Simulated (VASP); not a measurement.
Write the native input for VASP 6.6.1 that does the following.

```yaml
Task: single point
Functional: PBE
Potentials_or_basis: VASP PAW PBE potentials, release 64 (Co, O)
Cutoff: 520 eV
k_mesh: 18 × 18 × 18
Occupations: gaussian, width 0.1 eV
Spin: collinear spin, ferromagnetic start
Starting_moments: "[2.7, 0.33] μB"
Dipole_correction: no
Further_INCAR_settings: ALGO = Normal; EDIFF = 1e-06; NBANDS = 18
```

The structure of CoO lies in POSCAR:

```
CoO
1.0
    0.0000000000      2.1240183652      2.1240183652
    2.1240183652      0.0000000000      2.1240183652
    2.1240183652      2.1240183652      0.0000000000
Co O
1 1
Direct
    0.0000000000      0.0000000000      0.0000000000
    0.5000000000      0.5000000000      0.5000000000
```

One way to write it, as run:

INCAR

```
PREC = Accurate
ENCUT = 520
EDIFF = 1E-6
ISMEAR = 0
SIGMA = 0.1
LREAL = False
LASPH = True
NELM = 150
ALGO = Normal
ISIF = 2
LWAVE = False
LCHARG = True
ISPIN = 2
MAGMOM = 2.7 0.33
LORBIT = 11
LMAXMIX = 4
GGA = PE
LELF = True
LVHAR = True
NBANDS = 18
```

KPOINTS

```
regular mesh
0
Gamma
  18 18 18
```

Potentials or basis: VASP PAW PBE potentials, release 64 (Co, O).

Run with:

```bash
$ cat potpaw_PBE.64/Co/POTCAR potpaw_PBE.64/O/POTCAR > POTCAR
$ mpirun -np 1 vasp_std > vasp.out
```

Results of the run:

* Pressure: -0.5 GPa
* Net moment: 2.89 μB per cell
* Site moments: Co +2.54; O +0.29 μB
* Valence electrons inside the program's atomic spheres: Co 7.81; O 4.98

Caveat: a cell with one magnetic atom can't hold antiferromagnetic order, which such compounds often take.

It took 65 s on 1 thread of Intel(R) Xeon(R) Platinum 8559C (Emerald Rapids), on a shared host, peak memory 0.23 GiB.
